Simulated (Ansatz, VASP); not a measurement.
## One calculation of BeS, two programs

Contents of INCAR:

```
  PREC = Accurate
  ENCUT = 600
  EDIFF = 1E-6
  ISMEAR = 0
  SIGMA = 0.1
  LREAL = False
  LASPH = True
  NELM = 120
  ALGO = Normal
  ISIF = 2
  LWAVE = False
  LCHARG = True
  GGA = PE
  LELF = True
  LVHAR = True
  NBANDS = 11
  GGA_COMPAT = False
```

File KPOINTS:

```
Automatic mesh
0
Gamma
  6 6 6
```

POSCAR

```
BeS
1.0
    0.0000000000      2.4699941500      2.4699941500
    2.4699941500      0.0000000000      2.4699941500
    2.4699941500      2.4699941500      0.0000000000
Be S
1 1
Direct
    0.0000000000      0.0000000000      0.0000000000
    0.7500000000      0.7500000000      0.7500000000
```

Input for Ansatz:

```yaml
crystal:
  lattice:
    - [0.0, 2.46999415, 2.46999415]
    - [2.46999415, 0.0, 2.46999415]
    - [2.46999415, 2.46999415, 0.0]
  atoms:
    - { symbol: Be, position: [0.0, 0.0, 0.0] }
    - { symbol: S, position: [0.75, 0.75, 0.75] }
basis:
  ecutwfc: 420
kpoints:
  mp_grid: { grid: [6, 6, 6] }
hamiltonian:
  xc: pbe
scf:
  occupations: { method: gaussian, width: 0.1 }
output:
  forces: true
  stress: true
  eigenvalues: true
```

Alike in both runs: task single point; functional PBE; k mesh 6 × 6 × 6; occupations gaussian, width 0.1 eV; no spin polarisation.

```csv
,VASP,Ansatz
version,VASP 6.6.1,Ansatz 0.2.0
potentials or method,"VASP PAW PBE potentials, release 64 (Be, S), cutoff 600 eV","scalar-relativistic, plane waves, PAW"
valence electrons in the cell,8,8
```

```tsv
	VASP	Ansatz	Ansatz less VASP
gap on the k mesh at the Fermi level (eV)	3.23	3.23	-0.001
least direct gap on the mesh (eV)	5.43	5.43	+0.001
pressure (GPa)	-3.3	-3.3	-0.04
```
